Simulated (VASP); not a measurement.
# MoS2 (R3m) in VASP: notebook, part 2 of 4

VASP 6.6.1.

## (3) Electric field gradients, LDA (17.33 Å³/atom)

This run uses another cell than the first one, of 17.33 Å³/atom.

The input, INCAR:

```
ALGO = Normal ; EDIFF = 1E-8
ENCUT = 520 ; GGA = CA
ISIF = 2 ; ISMEAR = -1
LASPH = True ; LCHARG = False
LEFG = True ; LREAL = False
LWAVE = False ; NBANDS = 20
NELM = 60 ; PREC = Accurate
SIGMA = 0.05
```

The input, KPOINTS:

```
k-points
0
Gamma
  15 15 15
```

The input, POSCAR:

```
MoS2
1.0
    1.5708859406      0.9069514207      6.0822325872
   -1.5708859406      0.9069514207      6.0822325872
    0.0000000000     -1.8139028413      6.0822325872
Mo S
1 2
Direct
    0.0000000000      0.0000000000      0.0000000000
    0.7484000000      0.7484000000      0.7484000000
    0.5849000000      0.5849000000      0.5849000000
```

Potentials or basis: VASP PAW LDA potentials, release 64 (Mo_sv, S).

Run with:

```console
> cat potpaw_LDA.64/Mo_sv/POTCAR potpaw_LDA.64/S/POTCAR > POTCAR
> mpirun -np 1 vasp_std > vasp.out
```

OUTCAR:

```text
EDIFF = 1E-8
   ENCUT = 520
   GGA = CA
   ISIF = 2
   ISMEAR = -1
   LASPH = True
   LREAL = False
   NELM = 60
   PREC = Accurate

 ion  position               nearest neighbor table
   1  0.000  0.000  0.000-   2 2.35   2 2.35   2 2.35   3 2.35   3 2.35   3 2.35
   2  0.748  0.748  0.748-   1 2.35   1 2.35   1 2.35
   3  0.585  0.585  0.585-   1 2.35   1 2.35   1 2.35

  LATTYP: Found a trigonal (rhomboedric) cell.
 ALAT       =     6.3469517694
 COS(alpha) =     0.8774851014

  Lattice vectors:

 A1 = (   1.5708859406,   0.9069514207,   6.0822325872)
 A2 = (  -1.5708859406,   0.9069514207,   6.0822325872)
 A3 = (   0.0000000000,  -1.8139028413,   6.0822325872)

Analysis of symmetry for initial positions (statically):
=====================================================================
 Subroutine PRICEL returns:
 Original cell was already a primitive cell.

 Routine SETGRP: Setting up the symmetry group for a
 trigonal (rhombohedral) supercell.

 Subroutine GETGRP returns: Found  6 space group operations
[... 746 lines left out ...]
 POSITION                                       TOTAL-FORCE (eV/Angst)
 -----------------------------------------------------------------------------------
      0.00000      0.00000      0.00000         0.000000     -0.000000     -0.002558
      0.00000      0.00000     13.65583         0.000000      0.000000      1.221185
      0.00000      0.00000     10.67249         0.000000     -0.000000     -1.218627
 -----------------------------------------------------------------------------------
    total drift:                                0.000000      0.000000     -0.000042

  FREE ENERGIE OF THE ION-ELECTRON SYSTEM (eV)
  ---------------------------------------------------
  free  energy   TOTEN  =       -24.4059038373 eV

  energy  without entropy=      -24.4058927846  energy(sigma->0) =      -24.40589831

 Electric field gradients (V/A^2)
---------------------------------------------------------------------
 ion       V_xx      V_yy      V_zz      V_xy      V_xz      V_yz
---------------------------------------------------------------------
   1      49.441    49.441   -98.882     0.000    -0.000    -0.000
   2      32.771    32.771   -65.542     0.000    -0.000    -0.000
   3      31.971    31.971   -63.941     0.000     0.000    -0.000
---------------------------------------------------------------------

 Electric field gradients after diagonalization (V/A^2)
 (convention: |V_zz| > |V_xx| > |V_yy|)
----------------------------------------------------------------------
 ion       V_xx      V_yy      V_zz     asymmetry (V_yy - V_xx)/ V_zz
----------------------------------------------------------------------
   1      49.441    49.441   -98.882       0.000
   2      32.771    32.771   -65.542       0.000
   3      31.971    31.971   -63.941       0.000
----------------------------------------------------------------------

           NMR quadrupolar parameters

 Cq : quadrupolar parameter    Cq=e*Q*V_zz/h
 eta: asymmetry parameters     (V_yy - V_xx)/ V_zz
 Q  : nuclear electric quadrupole moment in mb (millibarn)
----------------------------------------------------------------------
 ion       Cq(MHz)       eta       Q (mb)
----------------------------------------------------------------------
   1      -0.239       0.000       1.000
   2      -0.158       0.000       1.000
   3      -0.155       0.000       1.000
----------------------------------------------------------------------
```

OSZICAR:

```text
N       E                     dE             d eps       ncg     rms          rms(c)
DAV:   1     0.192193159821E+03    0.19219E+03   -0.13396E+04 13784   0.123E+03
DAV:   2    -0.174419847220E+02   -0.20964E+03   -0.20372E+03 15928   0.328E+02
DAV:   3    -0.257211702208E+02   -0.82792E+01   -0.81977E+01 16904   0.613E+01
DAV:   4    -0.258203456691E+02   -0.99175E-01   -0.99114E-01 16484   0.705E+00
DAV:   5    -0.258218806816E+02   -0.15350E-02   -0.15349E-02 17344   0.862E-01    0.284E+01
DAV:   6    -0.246945747579E+02    0.11273E+01   -0.84277E+00 15580   0.196E+01    0.912E+00
DAV:   7    -0.244982544255E+02    0.19632E+00   -0.26698E+00 15048   0.108E+01    0.691E+00
DAV:   8    -0.244077069035E+02    0.90548E-01   -0.42877E-01 16316   0.444E+00    0.138E+00
DAV:   9    -0.244065552198E+02    0.11517E-02   -0.13049E-02 15924   0.781E-01    0.391E-01
DAV:  10    -0.244059175151E+02    0.63770E-03   -0.40536E-03 15624   0.434E-01    0.867E-02
DAV:  11    -0.244059025493E+02    0.14966E-04   -0.33052E-04 15936   0.130E-01    0.285E-02
DAV:  12    -0.244059021716E+02    0.37762E-06   -0.14091E-05 16068   0.248E-02    0.111E-02
DAV:  13    -0.244059038233E+02   -0.16517E-05   -0.24721E-06 15472   0.102E-02    0.425E-03
DAV:  14    -0.244059038345E+02   -0.11166E-07   -0.22207E-07 16596   0.312E-03    0.160E-03
DAV:  15    -0.244059038373E+02   -0.28799E-08   -0.28404E-08 13512   0.123E-03
   1 F= -.24405904E+02 E0= -.24405898E+02  d E =-.110528E-04
```

Wall time 14 min (1 thread of Intel Xeon Platinum 8259CL at 2.50GHz (Skylake/Cascade Lake), shared host); peak memory 0.5 GiB.

What came out:

```yaml
Free_energy: -24.4059 eV
Pressure: 5.0 GPa
Largest_force: 1.221 eV/Å
Band_gap_on_the_k_mesh: 0.62 eV (least direct gap 1.67 eV)
Largest_electric_field_gradient_by_atom: Mo -98.9; S -65.5, -63.9 V/Å²
```

Forces on the atoms (eV/Å):
```
Mo   0.000  0.000 -0.003
S    0.000  0.000  1.221
S    0.000  0.000 -1.219
```

Levels at points of the mesh, in eV from the valence-band top:
| k point | band 11 | band 12 | band 13 | band 14 | band 15 | band 16 |
| --- | --- | --- | --- | --- | --- | --- |
| (0.00, 0.00, 0.00) | -2.74 | -1.33 | -1.29 | 1.90 | 1.90 | 2.47 |

Electric field gradients, principal values (V/Å²):
```csv
atom,least,middle,greatest (by size)
1 Mo,49.441,49.441,-98.882
2 S,32.771,32.771,-65.542
3 S,31.971,31.971,-63.941
```

Caveat: the cell stands under pressure; without QUAD_EFG the Cq values of the log hold for a quadrupole moment of 1 mb, not for the nuclei; an odd mesh through Γ misses points on the zone boundary, where band edges can lie; forces of over 1 eV/Å act on the atoms, so gaps and moduli don't describe the material at rest.

## (4) Electric field gradients, LDA (17.86 Å³/atom)

This run uses another cell than the first one, of 17.86 Å³/atom.

The input, INCAR:

```
  ALGO = Normal
  EDIFF = 1E-8
  ENCUT = 520
  GGA = CA
  ISIF = 2
  ISMEAR = -1
  LASPH = T
  LCHARG = F
  LEFG = T
  LREAL = F
  LWAVE = F
  NBANDS = 20
  NELM = 100
  PREC = Accurate
  SIGMA = 0.05
```

KPOINTS is that of step 3.

The input, POSCAR:

```
MoS2
1.0
    1.5867545494      0.9161131662      6.1436734385
   -1.5867545494      0.9161131662      6.1436734385
    0.0000000000     -1.8322263324      6.1436734385
Mo S
1 2
Direct
    0.0000000000      0.0000000000      0.0000000000
    0.7484000000      0.7484000000      0.7484000000
    0.5849000000      0.5849000000      0.5849000000
```

Potentials or basis: VASP PAW LDA potentials, release 64 (Mo_sv, S).

Run with:

```console
> cat potpaw_LDA.64/Mo_sv/POTCAR potpaw_LDA.64/S/POTCAR > POTCAR
> mpirun -np 1 vasp_std > vasp.out
```

OUTCAR:

```text
EDIFF = 1E-8
   ENCUT = 520
   GGA = CA
   ISIF = 2
   ISMEAR = -1
   LASPH = T
   LREAL = F
   NELM = 100
   PREC = Accurate

 ion  position               nearest neighbor table
   1  0.000  0.000  0.000-   2 2.37   2 2.37   2 2.37   3 2.37   3 2.37   3 2.37
   2  0.748  0.748  0.748-   1 2.37   1 2.37   1 2.37
   3  0.585  0.585  0.585-   1 2.37   1 2.37   1 2.37

  LATTYP: Found a trigonal (rhomboedric) cell.
 ALAT       =     6.4110667328
 COS(alpha) =     0.8774851014

  Lattice vectors:

 A1 = (   1.5867545494,   0.9161131662,   6.1436734385)
 A2 = (  -1.5867545494,   0.9161131662,   6.1436734385)
 A3 = (   0.0000000000,  -1.8322263324,   6.1436734385)

Analysis of symmetry for initial positions (statically):
=====================================================================
 Subroutine PRICEL returns:
 Original cell was already a primitive cell.

 Routine SETGRP: Setting up the symmetry group for a
 trigonal (rhombohedral) supercell.

 Subroutine GETGRP returns: Found  6 space group operations
 (whereof  6 operations were pure point group operations)
 out of a pool of 12 trial point group operations.

The static configuration has the point symmetry C_3v.

Analysis of symmetry for dynamics (positions and initial velocities):
=====================================================================
 Subroutine PRICEL returns:
 Original cell was already a primitive cell.

 Routine SETGRP: Setting up the symmetry group for a
 trigonal (rhombohedral) supercell.

 Subroutine GETGRP returns: Found  6 space group operations
 (whereof  6 operations were pure point group operations)
 out of a pool of 12 trial point group operations.

The dynamic configuration has the point symmetry C_3v.

 Subroutine INISYM returns: Found  6 space group operations
 (whereof  6 operations are pure point group operations),
 and found     1 'primitive' translations

----------------------------------------------------------------------------------------

                                     Primitive cell

  volume of cell :      53.5844

  direct lattice vectors                    reciprocal lattice vectors
     1.586754549  0.916113166  6.143673438     0.315108597  0.181928033  0.054256356
    -1.586754549  0.916113166  6.143673438    -0.315108597  0.181928033  0.054256356
     0.000000000 -1.832226332  6.143673438     0.000000000 -0.363856067  0.054256356

  length of vectors
     6.411066733  6.411066733  6.411066733     0.367879042  0.367879042  0.367879042

  position of ions in fractional coordinates (direct lattice)
     0.000000000  0.000000000  0.000000000
     0.748400000  0.748400000  0.748400000
     0.584900000  0.584900000  0.584900000

  ion indices of the primitive-cell ions
   primitive index   ion index
                 1           1
                 2           2
                 3           3

----------------------------------------------------------------------------------------

 KPOINTS: k-points

[... 76 lines left out ...]
   TEBEG  =    0.0;   TEEND  =   0.0 temperature during run
   PSTRESS=    0.0 pullay stress
   NELECT =      26.0000    total number of electrons
   NUPDOWN=      -1.0000    fix difference up-down
   EMIN   =  10.00;   EMAX   =-10.00  energy-range for DOS
   EFERMI =   0.00;   METHOD = LEGACY
   ISMEAR =    -1;   SIGMA  =   0.05  broadening in eV -4-tet -1-fermi 0-gaus
   EFERMI_NEDOS =   21; number of points for ismear=-14 and -15
   IALGO  =     38    algorithm
   IMIX   =      4    mixing-type and parameters
     AMIX     =   0.40;   BMIX     =  1.00
     AMIX_MAG =   1.60;   BMIX_MAG =  1.00
  volume/ion in A,a.u.               =      17.86       120.54
  Fermi-wavevector in a.u.,A,eV,Ry     =   1.286431  2.431002 22.516349  1.654905
  Thomas-Fermi vector in A             =   2.418506
   LORBIT       =      0    0 simple, 1 ext, 2 COOP (PROOUT), +10 PAW based schemes
   GGA     = CA    functional components
   LHFCALC =     F    Hartree Fock is set to
   AEXX    =    0.0000 exact exchange contribution
   IVDW    =     0    specifies the selected vdW correction
   LEPSILON=     F    determine dielectric tensor
   LRPA    =     F    only Hartree local field effects (RPA)
 non-spin polarized calculation
  energy-cutoff  :      520.00
  volume of cell :       53.58
 maximum number of plane-waves:      1462
   NGX = 23   NGY = 23   NGZ = 23

 number of electron      26.0000000 magnetization

 Free energy of the ion-electron system (eV)
  ---------------------------------------------------
  ext. energy  EPLUGINS =         0.00000000
  ---------------------------------------------------
  free energy    TOTEN  =       -24.43041014 eV

  energy without entropy =      -24.43039952  energy(sigma->0) =      -24.43040483

 E-fermi :   7.8035     XC(G=0): -11.0575

 val. band max:        7.5398488146   @ k =   0.4667   0.4667   0.4667
 cond. band min:       8.1693251104   @ k =  -0.2000   0.4667   0.1333
 fundamental gap:      0.6294762958
 Fermi energy:         7.8034776605

 k-point     1 :       0.0000    0.0000    0.0000
  band No.  band energies     occupation
      1     -53.8092      2.00000
      2     -28.1768      2.00000
      3     -27.9580      2.00000
      4     -27.9580      2.00000
      5      -7.6881      2.00000
      6      -5.8570      2.00000
[... 541 lines left out ...]
     19      15.8936      0.00000
     20      16.4162      0.00000

 [... further k-points ...]

------------------------ aborting loop because EDIFF is reached ----------------------------------------

  FORCE on cell =-STRESS in cart. coord.  units (eV):
  Direction    XX          YY          ZZ          XY          YZ          ZX
  --------------------------------------------------------------------------------------
  -------------------------------------------------------------------------------------
  Total       -0.8000797     -0.8000797      1.5252432      0.0000000      0.0000000     -0.0000000
  in kB      -23.9224470    -23.9224470     45.6048922      0.0000000      0.0000000     -0.0000000
  external PRESSURE =      -0.7466673 kB  Pullay stress =       0.0000000 kB

 VOLUME and BASIS-vectors are now :
 -----------------------------------------------------------------------------
  energy-cutoff  :      520.00
  volume of cell :       53.58
      direct lattice vectors                 reciprocal lattice vectors
     1.586754549  0.916113166  6.143673438     0.315108597  0.181928033  0.054256356
    -1.586754549  0.916113166  6.143673438    -0.315108597  0.181928033  0.054256356
     0.000000000 -1.832226332  6.143673438     0.000000000 -0.363856067  0.054256356

 POSITION                                       TOTAL-FORCE (eV/Angst)
 -----------------------------------------------------------------------------------
      0.00000      0.00000      0.00000         0.000000      0.000000     -0.002502
      0.00000      0.00000     13.79378         0.000000     -0.000000      0.656645
      0.00000      0.00000     10.78030         0.000000      0.000000     -0.654143
 -----------------------------------------------------------------------------------
    total drift:                                0.000000      0.000000     -0.000009

  FREE ENERGIE OF THE ION-ELECTRON SYSTEM (eV)
  ---------------------------------------------------
  free  energy   TOTEN  =       -24.4304101393 eV

  energy  without entropy=      -24.4303995244  energy(sigma->0) =      -24.43040483

 Electric field gradients (V/A^2)
---------------------------------------------------------------------
 ion       V_xx      V_yy      V_zz      V_xy      V_xz      V_yz
---------------------------------------------------------------------
   1      47.637    47.637   -95.274     0.000    -0.000     0.000
   2      31.666    31.666   -63.332     0.000    -0.000    -0.000
   3      30.946    30.946   -61.893     0.000     0.000     0.000
---------------------------------------------------------------------

 Electric field gradients after diagonalization (V/A^2)
 (convention: |V_zz| > |V_xx| > |V_yy|)
----------------------------------------------------------------------
 ion       V_xx      V_yy      V_zz     asymmetry (V_yy - V_xx)/ V_zz
----------------------------------------------------------------------
   1      47.637    47.637   -95.274       0.000
   2      31.666    31.666   -63.332       0.000
   3      30.946    30.946   -61.893       0.000
----------------------------------------------------------------------

           NMR quadrupolar parameters

 Cq : quadrupolar parameter    Cq=e*Q*V_zz/h
 eta: asymmetry parameters     (V_yy - V_xx)/ V_zz
 Q  : nuclear electric quadrupole moment in mb (millibarn)
----------------------------------------------------------------------
 ion       Cq(MHz)       eta       Q (mb)
----------------------------------------------------------------------
   1      -0.230       0.000       1.000
   2      -0.153       0.000       1.000
   3      -0.150       0.000       1.000
----------------------------------------------------------------------
```

OSZICAR:

```text
N       E                     dE             d eps       ncg     rms          rms(c)
DAV:   1     0.191257744147E+03    0.19126E+03   -0.13329E+04 13760   0.123E+03
DAV:   2    -0.173543247236E+02   -0.20861E+03   -0.20280E+03 15908   0.326E+02
DAV:   3    -0.257893498996E+02   -0.84350E+01   -0.83429E+01 16700   0.614E+01
DAV:   4    -0.258990941057E+02   -0.10974E+00   -0.10966E+00 16556   0.732E+00
DAV:   5    -0.259008373748E+02   -0.17433E-02   -0.17431E-02 17340   0.908E-01    0.265E+01
DAV:   6    -0.247608018167E+02    0.11400E+01   -0.94333E+00 15564   0.202E+01    0.869E+00
DAV:   7    -0.245274286038E+02    0.23337E+00   -0.30679E+00 15032   0.114E+01    0.651E+00
DAV:   8    -0.244321947053E+02    0.95234E-01   -0.44617E-01 16200   0.446E+00    0.134E+00
DAV:   9    -0.244311069468E+02    0.10878E-02   -0.13417E-02 16024   0.773E-01    0.384E-01
DAV:  10    -0.244304286301E+02    0.67832E-03   -0.42360E-03 15632   0.450E-01    0.753E-02
DAV:  11    -0.244304105813E+02    0.18049E-04   -0.34832E-04 15952   0.134E-01    0.404E-02
DAV:  12    -0.244304084713E+02    0.21100E-05   -0.19302E-05 16064   0.275E-02    0.113E-02
DAV:  13    -0.244304101694E+02   -0.16981E-05   -0.50731E-06 15612   0.136E-02    0.536E-03
DAV:  14    -0.244304101293E+02    0.40117E-07   -0.52378E-07 16164   0.514E-03    0.240E-03
DAV:  15    -0.244304101408E+02   -0.11541E-07   -0.55250E-08 15612   0.155E-03    0.765E-04
DAV:  16    -0.244304101393E+02    0.15029E-08   -0.76839E-09  9188   0.576E-04
   1 F= -.24430410E+02 E0= -.24430405E+02  d E =-.106149E-04
```

It took 14 min on 1 thread of Intel Xeon Platinum 8259CL at 2.50GHz (Skylake/Cascade Lake), shared host; peak memory 0.5 GiB.

Results:

| Property | Result |
| --- | --- |
| Free energy | -24.4304 eV |
| Pressure | -0.1 GPa |
| Largest force | 0.657 eV/Å |
| Band gap on the k mesh | 0.63 eV (least direct gap 1.61 eV) |
| Largest electric field gradient by atom | Mo -95.3; S -63.3, -61.9 V/Å² |

Forces on the atoms (eV/Å):
```
Mo   0.000  0.000 -0.003
S    0.000  0.000  0.657
S    0.000  0.000 -0.654
```

Electric field gradients, principal values (V/Å²):
```
atom   least  middle  greatest (by size)
1 Mo  47.637  47.637             -95.274
 2 S  31.666  31.666             -63.332
 3 S  30.946  30.946             -61.893
```

Caveat: without QUAD_EFG the Cq values of the log hold for a quadrupole moment of 1 mb, not for the nuclei; an odd mesh through Γ misses points on the zone boundary, where band edges can lie.

[end of part 2 of 4]
